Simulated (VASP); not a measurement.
# LuF4 (Pm-3m) in VASP: further runs

LuF4 is run at these levels: PBE; tasks: single point, relaxation of cell and atoms.

All numbers are computed with VASP 6.6.1; they aren't measurements. Logs are shortened: lines on timing, memory, paths and dates and some standing lists are left out, and cuts for length are marked.

### Step 1. The cell of the first run

The structure is cubic, space group Pm-3m (No. 221). Conventional cell: a = 3.995 Å, b = 3.995 Å, c = 3.995 Å, α = 90.00°, β = 90.00°, γ = 90.00°. Within 3.7 Å of Lu (site symmetry m-3m) lie 20 F at 2.82 to 3.46 Å. Within 2.6 Å of F (site symmetry m-3m) lie 6 F at 2.00 Å. F (site symmetry 4/mmm) has 2 F at 2.00 Å within 2.6 Å.

### Step 2. Single point, PBE

The input, INCAR:

```
PREC = Accurate ; ENCUT = 520
EDIFF = 1E-6 ; ISMEAR = 0
SIGMA = 0.1 ; LREAL = F
LASPH = T ; NELM = 100
ALGO = Normal ; ISIF = 2
LWAVE = F ; LCHARG = F
GGA = PE ; NBANDS = 34
```

The input, KPOINTS:

```
regular mesh
0
Gamma
  10 10 10
```

The input, POSCAR:

```
LuF4
1.0
    3.9946819397      0.0000000000      0.0000000000
    0.0000000000      3.9946819397      0.0000000000
    0.0000000000      0.0000000000      3.9946819397
Lu F
1 4
Direct
    0.0000000000      0.0000000000      0.0000000000
    0.5000000000      0.5000000000      0.5000000000
    0.0000000000      0.5000000000      0.5000000000
    0.5000000000      0.0000000000      0.5000000000
    0.5000000000      0.5000000000      0.0000000000
```

Potentials or basis: VASP PAW PBE potentials, release 64 (Lu, F).

Launch:

```sh
$ cat potpaw_PBE.64/Lu/POTCAR potpaw_PBE.64/F/POTCAR > POTCAR
$ mpirun -np 1 vasp_std > vasp.out
```

OUTCAR:

```text
PREC = Accurate
   ENCUT = 520
   EDIFF = 1E-6
   ISMEAR = 0
   LREAL = F
   LASPH = T
   NELM = 100
   ISIF = 2
   GGA = PE

 ion  position               nearest neighbor table
   1  0.000  0.000  0.000-   3 2.82   4 2.82   5 2.82   3 2.82   4 2.82   3 2.82   5 2.82   3 2.82
                             4 2.82   5 2.82   4 2.82   5 2.82
   2  0.500  0.500  0.500-
   3  0.000  0.500  0.500-   1 2.82   1 2.82   1 2.82   1 2.82
   4  0.500  0.000  0.500-   1 2.82   1 2.82   1 2.82   1 2.82
   5  0.500  0.500  0.000-   1 2.82   1 2.82   1 2.82   1 2.82

  LATTYP: Found a simple cubic cell.
 ALAT       =     3.9946819397

  Lattice vectors:

 A1 = (   3.9946819397,   0.0000000000,   0.0000000000)
 A2 = (   0.0000000000,   3.9946819397,   0.0000000000)
 A3 = (   0.0000000000,   0.0000000000,   3.9946819397)

Analysis of symmetry for initial positions (statically):
=====================================================================
 Subroutine PRICEL returns:
 Original cell was already a primitive cell.

 Routine SETGRP: Setting up the symmetry group for a
 simple cubic supercell.

 Subroutine GETGRP returns: Found 48 space group operations
 (whereof 48 operations were pure point group operations)
 out of a pool of 48 trial point group operations.

The static configuration has the point symmetry O_h .

Analysis of symmetry for dynamics (positions and initial velocities):
=====================================================================
 Subroutine PRICEL returns:
 Original cell was already a primitive cell.

 Routine SETGRP: Setting up the symmetry group for a
 simple cubic supercell.

 Subroutine GETGRP returns: Found 48 space group operations
 (whereof 48 operations were pure point group operations)
 out of a pool of 48 trial point group operations.

The dynamic configuration has the point symmetry O_h .

 Subroutine INISYM returns: Found 48 space group operations
 (whereof 48 operations are pure point group operations),
 and found     1 'primitive' translations

----------------------------------------------------------------------------------------

                                     Primitive cell

  volume of cell :      63.7451

  direct lattice vectors                    reciprocal lattice vectors
     3.994681940  0.000000000  0.000000000     0.250332821  0.000000000  0.000000000
[... 91 lines left out ...]
   NELM   =    100;   NELMIN=  2; NELMDL= -5     # of ELM steps
   EDIFF  = 0.1E-05   stopping-criterion for ELM
   LREAL  =      F    real-space projection
   EDIFFG = 0.1E-04   stopping-criterion for IOM
   NSW    =      0    number of steps for IOM
   IBRION =     -1    ionic relax: 0-MD 1-quasi-New 2-CG
   NFREE  =      0    steps in history (QN), initial steepest desc. (CG)
   ISIF   =      2    stress and relaxation
   ISYM   =      2    0-nonsym 1-usesym 2-fastsym
   POTIM  = 0.5000    time-step for ionic-motion
   TEBEG  =    0.0;   TEEND  =   0.0 temperature during run
   PSTRESS=    0.0 pullay stress
   NELECT =      53.0000    total number of electrons
   NUPDOWN=      -1.0000    fix difference up-down
   EMIN   =  10.00;   EMAX   =-10.00  energy-range for DOS
   EFERMI =   0.00;   METHOD = LEGACY
   ISMEAR =     0;   SIGMA  =   0.10  broadening in eV -4-tet -1-fermi 0-gaus
   EFERMI_NEDOS =   21; number of points for ismear=-14 and -15
   IALGO  =     38    algorithm
   IMIX   =      4    mixing-type and parameters
     AMIX     =   0.40;   BMIX     =  1.00
     AMIX_MAG =   1.60;   BMIX_MAG =  1.00
  volume/ion in A,a.u.               =      12.75        86.03
  Fermi-wavevector in a.u.,A,eV,Ry     =   1.539399  2.909043 32.242404  2.369750
  Thomas-Fermi vector in A             =   2.645633
   LORBIT       =      0    0 simple, 1 ext, 2 COOP (PROOUT), +10 PAW based schemes
   GGA     = PE    functional components
   LHFCALC =     F    Hartree Fock is set to
   AEXX    =    0.0000 exact exchange contribution
   IVDW    =     0    specifies the selected vdW correction
   LEPSILON=     F    determine dielectric tensor
   LRPA    =     F    only Hartree local field effects (RPA)
 non-spin polarized calculation
 Gauss-broadening in eV      SIGMA  =   0.10
  energy-cutoff  :      520.00
  volume of cell :       63.75
 maximum number of plane-waves:      1743
 NGX is ok and might be reduce to    30
   NGX = 15   NGY = 15   NGZ = 15

 number of electron      52.9999947 magnetization

 Free energy of the ion-electron system (eV)
  ---------------------------------------------------
  ext. energy  EPLUGINS =         0.00000000
  ---------------------------------------------------
  free energy    TOTEN  =       -19.57336697 eV

  energy without entropy =      -19.54122995  energy(sigma->0) =      -19.55729846

 E-fermi :   2.9337     XC(G=0): -10.5479

 val. band max:        2.9321858539   @ k =   0.4000   0.1000   0.1000
 cond. band min:       2.9396204602   @ k =   0.3000   0.1000   0.1000
 fundamental gap:      0.0074346063
 Fermi energy:         2.9337132676

 k-point     1 :       0.0000    0.0000    0.0000
  band No.  band energies     occupation
      1     -56.7961      2.00000
      2     -27.2546      2.00000
      3     -27.2546      2.00000
      4     -27.2546      2.00000
      5     -21.6963      2.00000
      6     -20.1795      2.00000
[... 877 lines left out ...]
     33       5.4694      0.00000
     34      10.5718      0.00000

 [... further k-points ...]

------------------------ aborting loop because EDIFF is reached ----------------------------------------

  FORCE on cell =-STRESS in cart. coord.  units (eV):
  Direction    XX          YY          ZZ          XY          YZ          ZX
  --------------------------------------------------------------------------------------
  -------------------------------------------------------------------------------------
  Total       -0.1145358     -0.1145358     -0.1145358     -0.0000000      0.0000000     -0.0000000
  in kB       -2.8787589     -2.8787589     -2.8787589     -0.0000000      0.0000000     -0.0000000
  external PRESSURE =      -2.8787589 kB  Pullay stress =       0.0000000 kB

 VOLUME and BASIS-vectors are now :
 -----------------------------------------------------------------------------
  energy-cutoff  :      520.00
  volume of cell :       63.75
      direct lattice vectors                 reciprocal lattice vectors
     3.994681940  0.000000000  0.000000000     0.250332821  0.000000000  0.000000000
     0.000000000  3.994681940  0.000000000     0.000000000  0.250332821  0.000000000
     0.000000000  0.000000000  3.994681940     0.000000000  0.000000000  0.250332821

 POSITION                                       TOTAL-FORCE (eV/Angst)
 -----------------------------------------------------------------------------------
      0.00000      0.00000      0.00000         0.000000      0.000000      0.000000
      1.99734      1.99734      1.99734         0.000000      0.000000      0.000000
      0.00000      1.99734      1.99734         0.000000      0.000000      0.000000
      1.99734      0.00000      1.99734         0.000000      0.000000      0.000000
      1.99734      1.99734      0.00000         0.000000      0.000000      0.000000
 -----------------------------------------------------------------------------------
    total drift:                                0.000000      0.000000     -0.000000

  FREE ENERGIE OF THE ION-ELECTRON SYSTEM (eV)
  ---------------------------------------------------
  free  energy   TOTEN  =       -19.5733669672 eV

  energy  without entropy=      -19.5412299536  energy(sigma->0) =      -19.55729846
```

OSZICAR:

```text
N       E                     dE             d eps       ncg     rms          rms(c)
DAV:   1     0.488215885753E+03    0.48822E+03   -0.24842E+04  5620   0.491E+03
DAV:   2     0.333451841605E+02   -0.45487E+03   -0.42889E+03  5000   0.701E+02
DAV:   3    -0.215499107034E+02   -0.54895E+02   -0.53353E+02  4012   0.164E+02
DAV:   4    -0.242631746573E+02   -0.27133E+01   -0.26671E+01  4856   0.353E+01
DAV:   5    -0.243591645356E+02   -0.95990E-01   -0.95758E-01  5126   0.584E+00    0.121E+01
DAV:   6    -0.201394389188E+02    0.42197E+01   -0.90318E+00  5430   0.386E+01    0.476E+00
DAV:   7    -0.197336603003E+02    0.40578E+00   -0.16582E+00  5410   0.202E+01    0.271E+00
DAV:   8    -0.196030869882E+02    0.13057E+00   -0.33096E-01  5002   0.408E+00    0.939E-01
DAV:   9    -0.195704303169E+02    0.32657E-01   -0.87046E-02  5406   0.259E+00    0.295E-01
DAV:  10    -0.195731901920E+02   -0.27599E-02   -0.97516E-03  5122   0.707E-01    0.126E-01
DAV:  11    -0.195733989842E+02   -0.20879E-03   -0.87258E-04  4666   0.230E-01    0.521E-02
DAV:  12    -0.195733787542E+02    0.20230E-04   -0.34644E-04  4782   0.149E-01    0.301E-02
DAV:  13    -0.195733704224E+02    0.83318E-05   -0.26212E-05  5138   0.400E-02    0.167E-02
DAV:  14    -0.195733692730E+02    0.11494E-05   -0.32581E-05  5124   0.472E-02    0.107E-02
DAV:  15    -0.195733670193E+02    0.22537E-05   -0.15244E-05  4862   0.288E-02    0.222E-03
DAV:  16    -0.195733669672E+02    0.52094E-07   -0.54404E-07  2250   0.449E-03
   1 F= -.19573367E+02 E0= -.19557298E+02  d E =-.321370E-01
```

Wall time 1.8 min (1 thread of Intel Xeon Platinum 8375C at 2.90GHz (Ice Lake), shared host); peak memory 0.25 GiB.

What came out:

```
Free energy : -19.5734 eV
Pressure    : -0.3 GPa
```

Levels at points of the mesh, in eV from the Fermi level:
```
           k point  band 24  band 25  band 26  band 27  band 28  band 29  band 30  band 31
(0.00, 0.00, 0.00)    -4.45    -0.75    -0.01    -0.01     0.18     0.18     0.18     1.85
(0.50, 0.00, 0.00)    -3.94    -2.22     0.15     0.15     0.88     1.18     1.96     2.67
(0.50, 0.50, 0.00)    -3.68    -2.40    -2.40     0.14     1.56     1.67     2.63     2.63
(0.50, 0.50, 0.50)    -3.67    -2.75    -2.75    -2.75     1.40     1.40     1.40     2.59
```

Caveat: spin-orbit coupling is left out, which moves the levels of the heavy elements; an odd number of electrons without spin polarisation forces a metal; a magnetic or distorted state may lie lower.

### Step 3. Relaxation of cell and atoms, PBE

This run uses another cell than the first one, of 12.67 Å³/atom, 0.994 times its volume.

The input, INCAR:

```
PREC = Accurate
ENCUT = 600
EDIFF = 1E-7
ISMEAR = 0
SIGMA = 0.1
LREAL = F
LASPH = T
NELM = 100
ALGO = Normal
ISIF = 3
LWAVE = F
LCHARG = F
GGA = PE
IBRION = 2
NSW = 100
EDIFFG = -0.01
```

KPOINTS is that of step 2.

Edit POSCAR of step 2 so:

```diff
@@ -2,5 +2,5 @@
 1.0
-    3.9946819397      0.0000000000      0.0000000000
-    0.0000000000      3.9946819397      0.0000000000
-    0.0000000000      0.0000000000      3.9946819397
+    3.9862874444      0.0000000000      0.0000000000
+    0.0000000000      3.9862874444      0.0000000000
+    0.0000000000      0.0000000000      3.9862874444
 Lu F
```

Potentials or basis: VASP PAW PBE potentials, release 64 (Lu, F).

Launch:

```sh
$ cat potpaw_PBE.64/Lu/POTCAR potpaw_PBE.64/F/POTCAR > POTCAR
$ mpirun -np 1 vasp_std > vasp.out
```

It took 2.9 min on 1 thread of Intel Xeon Platinum 8375C at 2.90GHz (Ice Lake), shared host; peak memory 0.27 GiB.

It converged, with:

| Item | Value |
| --- | --- |
| Free energy | -19.5795 eV |
| Relaxed volume | 12.70 Å³/atom |
| Relaxed cell | a = 3.990 Å, b = 3.990 Å, c = 3.990 Å, α = 90.00°, β = 90.00°, γ = 90.00° |
| Space group after relaxing (to 0.05 Å) | Pm-3m (No. 221) |
| Energy gained by relaxing | 0.0 meV/atom |
| Ionic steps | 2 |
| Pressure after relaxing | 0.0 GPa |

Step by step:
| step | energy change (eV) | largest force (eV/Å) | pressure (GPa) | volume (Å³) |
| --- | --- | --- | --- | --- |
| 1 | 0.0000 | 0.0000 | 0.21 | 63.34 |
| 2 | -0.0001 | 0.0000 | -0.01 | 63.50 |

Final structure:
```
Lu F
1.0
     3.98951    0.00000    0.00000
     0.00000    3.98951    0.00000
     0.00000    0.00000    3.98951
Lu F
1 4
Direct
  0.00000 0.00000 0.00000
  0.50000 0.50000 0.50000
  0.00000 0.50000 0.50000
  0.50000 0.00000 0.50000
  0.50000 0.50000 0.00000
```

Levels at points of the mesh, in eV from the Fermi level:
```csv
k point,band 23,band 24,band 25,band 26,band 27,band 28,band 29,band 30,band 31
"(0.00, 0.00, 0.00)",-4.47,-4.47,-0.75,-0.01,-0.01,0.18,0.18,0.18,1.85
"(0.50, 0.00, 0.00)",-4.79,-3.96,-2.23,0.16,0.16,0.88,1.18,1.96,2.68
"(0.50, 0.50, 0.00)",-4.25,-3.70,-2.41,-2.41,0.14,1.56,1.67,2.64,2.64
"(0.50, 0.50, 0.50)",-3.69,-3.69,-2.76,-2.76,-2.76,1.40,1.40,1.40,2.60
```

Caveat: spin-orbit coupling is left out, which moves the levels of the heavy elements; an odd number of electrons without spin polarisation forces a metal; a magnetic or distorted state may lie lower.

### Step 4. Single point, PBE

This run uses another cell than the first one, of 15.13 Å³/atom, 1.187 times its volume.

The input, INCAR:

```
SYSTEM = LuF4
PREC = Accurate
ENCUT = 520
EDIFF = 1E-6
ISMEAR = 0
SIGMA = 0.1
LREAL = .FALSE.
LASPH = .TRUE.
NELM = 100
ALGO = Normal
ISIF = 2
LWAVE = .FALSE.
LCHARG = .FALSE.
GGA = PE
NBANDS = 34
```

The input, KPOINTS:

```
regular mesh
0
G
  4 4 4
  0 0 0
```

Edit POSCAR of step 3 so:

```diff
@@ -2,5 +2,5 @@
 1.0
-    3.9862874444      0.0000000000      0.0000000000
-    0.0000000000      3.9862874444      0.0000000000
-    0.0000000000      0.0000000000      3.9862874444
+    4.2291049900      0.0000000000      0.0000000000
+    0.0000000000      4.2291049900      0.0000000000
+    0.0000000000      0.0000000000      4.2291049900
 Lu F
```

Launch:

```sh
$ cat potpaw_PBE.64/Lu/POTCAR potpaw_PBE.64/F/POTCAR > POTCAR
$ mpirun -np 1 vasp_std > vasp.out
```

Wall time 26 s (1 thread of Intel Xeon Platinum 8375C at 2.90GHz (Ice Lake), shared host); peak memory 0.19 GiB.

It converged, with:

```
Free energy : -19.1857 eV
Pressure    : -10.9 GPa
```

Levels at points of the mesh, in eV from the Fermi level:
| k point | band 24 | band 25 | band 26 | band 27 | band 28 | band 29 |
| --- | --- | --- | --- | --- | --- | --- |
| (0.00, 0.00, 0.00) | -3.69 | -0.94 | 0.06 | 0.06 | 0.06 | 0.16 |
| (0.50, 0.00, 0.00) | -3.26 | -1.85 | 0.04 | 0.04 | 0.67 | 1.03 |
| (0.50, 0.50, 0.00) | -2.98 | -1.99 | -1.99 | 0.02 | 1.29 | 1.39 |
| (0.50, 0.50, 0.50) | -2.97 | -2.26 | -2.26 | -2.26 | 1.19 | 1.19 |

Caveat: the k points lie up to 0.37 Å⁻¹ apart; spin-orbit coupling is left out, which moves the levels of the heavy elements; an odd number of electrons without spin polarisation forces a metal; a magnetic or distorted state may lie lower.

### Step 5. Summary

```tsv
task	cell	k mesh	cutoff (eV)	gap on the mesh (eV)	pressure (GPa)
single point	a = 3.995 Å, 5 atoms	10 × 10 × 10	520	none	-0.3
relaxation of cell and atoms	relaxed from a = 3.986 Å, 5 atoms	10 × 10 × 10	600	none	0.0
single point	a = 4.229 Å, 5 atoms	4 × 4 × 4	520	none	-10.9
```

Alike in all rows: level PBE; potentials or basis VASP PAW PBE potentials, release 64 (Lu, F); no spin polarisation; smearing gaussian 0.1 eV.

Caveats: some runs use coarse meshes; spin-orbit coupling is left out, which moves the levels of the heavy elements; an odd number of electrons without spin polarisation forces a metal; a magnetic or distorted state may lie lower.

Total energies depend on the potentials used, so only differences within one code and one set of settings carry meaning.
